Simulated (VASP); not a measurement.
Na: single point with revPBE

The system is Na.

```
CELL_PARAMETERS angstrom
3.92482 0.00000 0.00000
-1.96241 3.39900 0.00000
0.00000 0.00000 12.76033
ATOMIC_POSITIONS crystal
Na 0.00000 0.00000 0.00000
Na 0.00000 0.00000 0.50000
Na 0.33333 0.66667 0.25000
Na 0.66667 0.33333 0.75000
```

This cell differs from its parent crystal: volume scaled by 1.08.

```
Program                : VASP 6.6.1
Task                   : single point
Functional             : revPBE
Potentials or basis    : VASP PAW PBE potentials, release 64 (Na_pv)
Cutoff                 : 520 eV
k mesh                 : 11 × 11 × 3
Occupations            : fermi-dirac, width 0.1 eV
Spin                   : no spin polarisation
Dipole correction      : no
Further INCAR settings : ALGO = Normal; EDIFF = 1e-06; NBANDS = 22
```

```yaml
Pressure: -0.4 GPa
Band_gap_on_the_k_mesh: zero (band 14 reaches 1.13 eV, above the bottom of band 15 at -1.99 eV)
```

Stress tensor (GPa, compression positive):
```
-0.50  0.00  0.00
 0.00 -0.50  0.00
 0.00  0.00 -0.35
```

Levels at points of the mesh, in eV from the Fermi level:
```csv
k point,band 13,band 14,band 15,band 16,band 17,band 18
"(0.00, 0.00, 0.00)",-3.01,-2.06,-2.06,0.53,0.87,5.11
```

Wall time 2.5 min on 1 thread of AMD EPYC 7R13, on a shared host, peak memory 0.27 GiB.

Caveat: the PAW data sets were made with another functional, which shifts forces and pressure a little.
